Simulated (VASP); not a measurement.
Here is a VASP 6.6.1 calculation.

File INCAR:

```
SYSTEM = Rh
  PREC = Accurate
  ENCUT = 500
  EDIFF = 1E-7
  ISMEAR = 0
  SIGMA = 0.1
  LREAL = .FALSE.
  LASPH = .TRUE.
  NELM = 120
  ALGO = Normal
  ISIF = 3
  LWAVE = .FALSE.
  LCHARG = .FALSE.
  GGA = RP
  IBRION = 2
  NSW = 100
  EDIFFG = -0.05
  GGA_COMPAT = .FALSE.
  NELMIN = 4
```

Contents of KPOINTS:

```
regular mesh
0
G
  8 8 8
  0 0 0
```

The input POSCAR:

```
Rh
1.0
    0.0000000000      1.8978500000      1.8978500000
    1.8978500000      0.0000000000      1.8978500000
    1.8978500000      1.8978500000      0.0000000000
Rh
1
Direct
    0.0000000000      0.0000000000      0.0000000000
```

Potentials or basis: VASP PAW PBE potentials, release 64 (Rh_pv).

Run with:

```bash
$ cat potpaw_PBE.64/Rh_pv/POTCAR > POTCAR
$ mpirun -np 1 vasp_std > vasp.out
```

Question: Predict the relaxed cell.

Answer: a = 2.730 Å, b = 2.730 Å, c = 2.730 Å, α = 60.00°, β = 60.00°, γ = 60.00°.

Question: Predict the space group after relaxing (to 0.05 Å).

Answer: Fm-3m (No. 225).

Final structure:
```cif
data_structure
_symmetry_space_group_name_H-M 'P 1'
_symmetry_Int_Tables_number 1
_cell_length_a 2.7304
_cell_length_b 2.7304
_cell_length_c 2.7304
_cell_angle_alpha 60.000
_cell_angle_beta 60.000
_cell_angle_gamma 60.000
_cell_volume 14.39
loop_
_atom_site_label
_atom_site_type_symbol
_atom_site_fract_x
_atom_site_fract_y
_atom_site_fract_z
_atom_site_occupancy
Rh1 Rh 0.00000 0.00000 0.00000 1
```

 RPBE and its kin give volumes clearly too large for solids.
